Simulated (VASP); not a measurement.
Crystal: Ta2Ti.

```xyz
6
Lattice="0.0000 3.6419 3.6419 3.6419 0.0000 3.6419 3.6419 3.6419 0.0000" Properties=species:S:1:pos:R:3 pbc="T T T"
Ti    0.0000    0.0000    0.0000
Ti    1.8210    1.8210    1.8210
Ta    4.5524    4.5524    4.5524
Ta    4.5524    2.7314    2.7314
Ta    2.7314    2.7314    4.5524
Ta    2.7314    4.5524    2.7314
```

```yaml
Program: VASP 6.6.1
Task: relaxation of cell and atoms
Functional: PBE
Potentials_or_basis: VASP PAW PBE potentials, release 64 (Ti_sv, Ta_pv)
Cutoff: 600 eV
k_mesh: 4 × 4 × 4
Occupations: gaussian, width 0.1 eV
Spin: no spin polarisation
```

At the start: pressure 35.9 GPa; volume 16.10 Å³/atom.

**Question.** Where does the relaxation end?

**Answer.** Over 5 steps the energy falls by 292.3 meV/atom and the volume is 19.12 Å³/atom (+18.8 %); space group Fd-3m (No. 227, to 0.05 Å).

The path:
```tsv
step	energy change (eV)	largest force (eV/Å)	pressure (GPa)	volume (Å³)
1	0.0000	0.0000	35.93	96.61
2	2.4130	0.0000	-25.00	156.39
3	-1.7409	0.0000	-2.22	116.60
4	-1.7532	0.0000	-0.44	115.13
5	-1.7537	0.0000	0.06	114.74
```

Final structure:
```cif
data_structure
_symmetry_space_group_name_H-M 'P 1'
_symmetry_Int_Tables_number 1
_cell_length_a 5.4543
_cell_length_b 5.4543
_cell_length_c 5.4543
_cell_angle_alpha 60.000
_cell_angle_beta 60.000
_cell_angle_gamma 60.000
_cell_volume 114.74
loop_
_atom_site_label
_atom_site_type_symbol
_atom_site_fract_x
_atom_site_fract_y
_atom_site_fract_z
_atom_site_occupancy
Ti1 Ti 0.00000 0.00000 0.00000 1
Ti2 Ti 0.25000 0.25000 0.25000 1
Ta1 Ta 0.62500 0.62500 0.62500 1
Ta2 Ta 0.12500 0.62500 0.62500 1
Ta3 Ta 0.62500 0.62500 0.12500 1
Ta4 Ta 0.62500 0.12500 0.62500 1
```

Caveat: the k points lie up to 0.35 Å⁻¹ apart in the final cell; the volume moved by over 15 % at a fixed basis, so the end points are rough.
